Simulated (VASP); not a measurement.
# HfN (P6_3/mmc) in VASP: notebook

The runs below take HfN through single point, with PBEsol+D3(BJ).

All numbers are computed with VASP 6.6.1; they aren't measurements. Logs are shortened: lines on timing, memory, paths and dates and some standing lists are left out, and cuts for length are marked.

## (1) The cell of the first run

The structure is hexagonal, space group P6_3/mmc (No. 194). The conventional cell has a = 3.109 Å, b = 3.109 Å, c = 5.372 Å, α = 90.00°, β = 90.00°, γ = 120.00°. Within 3.0 Å of Hf (site symmetry -6m2) lie 6 N at 2.24 Å. Within 3.0 Å of N (site symmetry -3m) lie 6 Hf at 2.24 Å and 2 N at 2.69 Å.

## (2) Single point, PBEsol+D3(BJ)

INCAR

```
SYSTEM = HfN
PREC = Accurate
ENCUT = 520
EDIFF = 1E-7
ISMEAR = 1
SIGMA = 0.1
LREAL = .FALSE.
LASPH = .TRUE.
NELM = 60
ALGO = Normal
ISIF = 2
LWAVE = .FALSE.
LCHARG = .FALSE.
GGA = PS
IVDW = 12
NBANDS = 23
```

KPOINTS

```
Automatic mesh
0
G
  8 8 4
  0 0 0
```

POSCAR

```
HfN
1.0
    3.1093481399      0.0000000000      0.0000000000
   -1.5546740699      2.6927744784      0.0000000000
    0.0000000000      0.0000000000      5.3724934739
Hf N
2 2
Direct
    0.6666666667      0.3333333333      0.7500000000
    0.3333333333      0.6666666667      0.2500000000
    0.0000000000      0.0000000000      0.0000000000
    0.0000000000      0.0000000000      0.5000000000
```

Potentials or basis: VASP PAW PBE potentials, release 64 (Hf_pv, N).

Launch:

```bash
$ cat potpaw_PBE.64/Hf_pv/POTCAR potpaw_PBE.64/N/POTCAR > POTCAR
$ mpirun -np 1 vasp_std > vasp.out
```

OUTCAR:

```text
SYSTEM = HfN
   PREC = Accurate
   ENCUT = 520
   EDIFF = 1E-7
   ISMEAR = 1
   LREAL = .FALSE.
   LASPH = .TRUE.
   NELM = 60
   ISIF = 2
   GGA = PS
   IVDW = 12
 IVDW          = 12

 ion  position               nearest neighbor table
   1  0.667  0.333  0.750-   3 2.24   4 2.24   3 2.24   4 2.24   3 2.24   4 2.24   2 3.23   2 3.23
                             2 3.23   2 3.23   2 3.23   2 3.23
   2  0.333  0.667  0.250-   3 2.24   4 2.24   3 2.24   4 2.24   3 2.24   4 2.24   1 3.23   1 3.23
                             1 3.23   1 3.23   1 3.23   1 3.23
   3  0.000  0.000  0.000-   1 2.24   2 2.24   1 2.24   2 2.24   1 2.24   2 2.24
   4  0.000  0.000  0.500-   1 2.24   2 2.24   1 2.24   2 2.24   1 2.24   2 2.24

  LATTYP: Found a hexagonal cell.
 ALAT       =     3.1093481399
 C/A-ratio  =     1.7278520231

  Lattice vectors:

 A1 = (   3.1093481399,   0.0000000000,   0.0000000000)
 A2 = (  -1.5546740699,   2.6927744784,   0.0000000000)
 A3 = (   0.0000000000,   0.0000000000,   5.3724934739)

Analysis of symmetry for initial positions (statically):
=====================================================================
 Subroutine PRICEL returns:
 Original cell was already a primitive cell.

 Routine SETGRP: Setting up the symmetry group for a
 hexagonal supercell.

 Subroutine GETGRP returns: Found 24 space group operations
 (whereof 12 operations were pure point group operations)
 out of a pool of 24 trial point group operations.

The static configuration has the point symmetry D_3d.
 The point group associated with its full space group is D_6h.

Analysis of symmetry for dynamics (positions and initial velocities):
=====================================================================
 Subroutine PRICEL returns:
 Original cell was already a primitive cell.

 Routine SETGRP: Setting up the symmetry group for a
 hexagonal supercell.

 Subroutine GETGRP returns: Found 24 space group operations
 (whereof 12 operations were pure point group operations)
 out of a pool of 24 trial point group operations.

The dynamic configuration has the point symmetry D_3d.
 The point group associated with its full space group is D_6h.

 Subroutine INISYM returns: Found 24 space group operations
 (whereof 12 operations are pure point group operations),
 and found     1 'primitive' translations

----------------------------------------------------------------------------------------

                                     Primitive cell

  volume of cell :      44.9827

  direct lattice vectors                    reciprocal lattice vectors
[... 95 lines left out ...]
   IBRION =     -1    ionic relax: 0-MD 1-quasi-New 2-CG
   NFREE  =      0    steps in history (QN), initial steepest desc. (CG)
   ISIF   =      2    stress and relaxation
   ISYM   =      2    0-nonsym 1-usesym 2-fastsym
   POTIM  = 0.5000    time-step for ionic-motion
   TEBEG  =    0.0;   TEEND  =   0.0 temperature during run
   PSTRESS=    0.0 pullay stress
   NELECT =      30.0000    total number of electrons
   NUPDOWN=      -1.0000    fix difference up-down
   EMIN   =  10.00;   EMAX   =-10.00  energy-range for DOS
   EFERMI =   0.00;   METHOD = LEGACY
   ISMEAR =     1;   SIGMA  =   0.10  broadening in eV -4-tet -1-fermi 0-gaus
   EFERMI_NEDOS =   21; number of points for ismear=-14 and -15
   IALGO  =     38    algorithm
   IMIX   =      4    mixing-type and parameters
     AMIX     =   0.40;   BMIX     =  1.00
     AMIX_MAG =   1.60;   BMIX_MAG =  1.00
  volume/ion in A,a.u.               =      11.25        75.89
  Fermi-wavevector in a.u.,A,eV,Ry     =   1.430321  2.702915 27.835045  2.045818
  Thomas-Fermi vector in A             =   2.550179
   LORBIT       =      0    0 simple, 1 ext, 2 COOP (PROOUT), +10 PAW based schemes
   GGA     = PS    functional components
   LHFCALC =     F    Hartree Fock is set to
   AEXX    =    0.0000 exact exchange contribution
   IVDW    =    12    specifies the selected vdW correction
   LEPSILON=     F    determine dielectric tensor
   LRPA    =     F    only Hartree local field effects (RPA)
 non-spin polarized calculation
 Methfessel and Paxton  Order N= 1 SIGMA  =   0.10
  energy-cutoff  :      520.00
  volume of cell :       44.98
 maximum number of plane-waves:      1232
 NGX is ok and might be reduce to    24
   NGX = 11   NGY = 11   NGZ = 19

 number of electron      29.9999998 magnetization

 Free energy of the ion-electron system (eV)
  ---------------------------------------------------
  ext. energy  EPLUGINS =         0.00000000
  ---------------------------------------------------
  free energy    TOTEN  =       -45.83234345 eV

  energy without entropy =      -45.82625505  energy(sigma->0) =      -45.83031399

 E-fermi :   7.7996     XC(G=0): -13.0296

 val. band max:        7.7835771375   @ k =   0.3750   0.1250   0.5000
 cond. band min:       7.8021068962   @ k =   0.1250   0.0000   0.0000
 fundamental gap:      0.0185297587
 Fermi energy:         7.7995785947

 k-point     1 :       0.0000    0.0000    0.0000
  band No.  band energies     occupation
      1     -23.6592      2.00000
      2     -22.7039      2.00000
      3     -22.6047      2.00000
      4     -22.6047      2.00000
      5     -22.5384      2.00000
      6     -22.5384      2.00000
[... 613 lines left out ...]
     22      13.6528      0.00000
     23      15.4342      0.00000

 [... further k-points ...]

------------------------ aborting loop because EDIFF is reached ----------------------------------------

 Edisp (eV)   -1.59150

 E8    (eV) :    -1.1169

  FORCE on cell =-STRESS in cart. coord.  units (eV):
  Direction    XX          YY          ZZ          XY          YZ          ZX
  --------------------------------------------------------------------------------------
  -------------------------------------------------------------------------------------
  Total      -0.86122    -0.86122    -0.90348    -0.00000    -0.00000     0.00000
  in kB     -30.67448   -30.67448   -32.17982    -0.00000    -0.00000     0.00000
  external pressure =      -31.18 kB  Pullay stress =        0.00 kB

 VOLUME and BASIS-vectors are now :
 -----------------------------------------------------------------------------
  energy-cutoff  :      520.00
  volume of cell :       44.98
      direct lattice vectors                 reciprocal lattice vectors
     3.109348140  0.000000000  0.000000000     0.321610818  0.185682093  0.000000000
    -1.554674070  2.692774478  0.000000000     0.000000000  0.371364185  0.000000000
     0.000000000  0.000000000  5.372493474     0.000000000  0.000000000  0.186133311

 POSITION                                       TOTAL-FORCE (eV/Angst)
 -----------------------------------------------------------------------------------
      1.55467      0.89759      4.02937        -0.000000      0.000000      0.000000
     -0.00000      1.79518      1.34312         0.000000     -0.000000      0.000000
      0.00000      0.00000      0.00000         0.000000     -0.000000      0.000000
      0.00000      0.00000      2.68625         0.000000     -0.000000      0.000000
 -----------------------------------------------------------------------------------
    total drift:                               -0.000000      0.000000     -0.000000

  FREE ENERGIE OF THE ION-ELECTRON SYSTEM (eV)
  ---------------------------------------------------
  free  energy   TOTEN  =       -47.4238473416 eV

  energy  without entropy=      -47.4177589387  energy(sigma->0) =      -47.42181787
```

OSZICAR:

```text
N       E                     dE             d eps       ncg     rms          rms(c)
DAV:   1     0.111331715059E+03    0.11133E+03   -0.16505E+04  1380   0.131E+03
DAV:   2    -0.455256718662E+02   -0.15686E+03   -0.14863E+03  1805   0.316E+02
DAV:   3    -0.513707278638E+02   -0.58451E+01   -0.57813E+01  1801   0.489E+01
DAV:   4    -0.514188539060E+02   -0.48126E-01   -0.48105E-01  1593   0.480E+00
DAV:   5    -0.514193974535E+02   -0.54355E-03   -0.54351E-03  1888   0.433E-01    0.794E+01
DAV:   6    -0.460011097590E+02    0.54183E+01   -0.23642E+01  1640   0.256E+01    0.595E+01
DAV:   7    -0.458735949374E+02    0.12751E+00   -0.19311E+00  1597   0.828E+00    0.210E+01
DAV:   8    -0.458395737351E+02    0.34021E-01   -0.12913E-01  1812   0.226E+00    0.325E+00
DAV:   9    -0.458330523068E+02    0.65214E-02   -0.32627E-02  1548   0.107E+00    0.285E+00
DAV:  10    -0.458326876967E+02    0.36461E-03   -0.77066E-03  1705   0.548E-01    0.125E+00
DAV:  11    -0.458323428782E+02    0.34482E-03   -0.14848E-03  1669   0.244E-01    0.936E-02
DAV:  12    -0.458323436151E+02   -0.73690E-06   -0.78221E-05  1697   0.603E-02    0.115E-01
DAV:  13    -0.458323434611E+02    0.15393E-06   -0.42363E-06  1618   0.125E-02    0.649E-03
DAV:  14    -0.458323434529E+02    0.82869E-08   -0.16572E-07  1284   0.292E-03
   1 F= -.47423847E+02 E0= -.47421818E+02  d E =-.608840E-02
```

Run time: 15 s. Hardware: 1 thread of Intel Xeon 6975P-C (Granite Rapids), shared host; peak memory 0.18 GiB.

Results:

| Property | Result |
| --- | --- |
| Free energy | -47.4238 eV |
| Pressure | -3.1 GPa |
| Band gap on the k mesh | zero (band 15 reaches 9.90 eV, above the bottom of band 16 at 7.51 eV) |
| Dispersion energy per atom | -0.398 eV |

Caveat: three body term missing; the PAW data sets were made with another functional, which shifts forces and pressure a little; spin-orbit coupling is left out, which moves the levels of the heavy elements; pairwise dispersion overbinds metals, which lowers pressure and volume.

## (3) Single point, PBEsol+D3(BJ)

This run uses another cell than the first one, of 11.52 Å³/atom, 1.024 times its volume.

INCAR

```
ALGO = Normal
EDIFF = 1E-6
ENCUT = 520
GGA = PS
ISIF = 2
ISMEAR = 1
IVDW = 12
LASPH = T
LCHARG = F
LREAL = F
LWAVE = F
NBANDS = 23
NELM = 80
PREC = Accurate
SIGMA = 0.1
```

KPOINTS

```
k-points
0
Gamma
  8 8 4
```

POSCAR

```
HfN
1.0
    3.1339080000      0.0000000000      0.0000000000
   -1.5669540000      2.7140439411      0.0000000000
    0.0000000000      0.0000000000      5.4167680000
Hf N
2 2
Direct
    0.6666666667      0.3333333333      0.7500000000
    0.3333333333      0.6666666667      0.2500000000
    0.0000000000      0.0000000000      0.0000000000
    0.0000000000      0.0000000000      0.5000000000
```

Potentials or basis: VASP PAW PBE potentials, release 64 (Hf_pv, N).

Launch:

```bash
$ cat potpaw_PBE.64/Hf_pv/POTCAR potpaw_PBE.64/N/POTCAR > POTCAR
$ mpirun -np 1 vasp_std > vasp.out
```

Wall time 13 s (1 thread of Intel Xeon 6975P-C (Granite Rapids), shared host); peak memory 0.19 GiB.

It converged, with:

```
Free energy                : -47.3808 eV
Pressure                   : -9.6 GPa
Band gap on the k mesh     : zero (band 15 reaches 9.62 eV, above the bottom of band 16 at 7.31 eV)
Dispersion energy per atom : -0.388 eV
```

Stress tensor (GPa, compression positive):
```
-9.43  0.00  0.00
 0.00 -9.43  0.00
 0.00  0.00 -9.91
```

Levels at points of the mesh, in eV from the Fermi level:
```
           k point  band 12  band 13  band 14  band 15  band 16  band 17  band 18  band 19
(0.00, 0.00, 0.00)    -3.40    -3.40    -1.53    -0.46     0.88     0.88     1.23     2.00
(0.50, 0.00, 0.00)    -5.30    -3.07    -2.64    -2.23     2.62     2.91     4.62     4.82
(0.00, 0.00, 0.50)    -4.20    -4.20    -4.20     2.03     2.03     3.07     3.07     3.07
(0.50, 0.00, 0.50)    -5.30    -4.29    -4.29    -0.10    -0.10     4.91     4.91     4.98
```

Caveat: three body term missing; the PAW data sets were made with another functional, which shifts forces and pressure a little; spin-orbit coupling is left out, which moves the levels of the heavy elements; pairwise dispersion overbinds metals, which lowers pressure and volume.
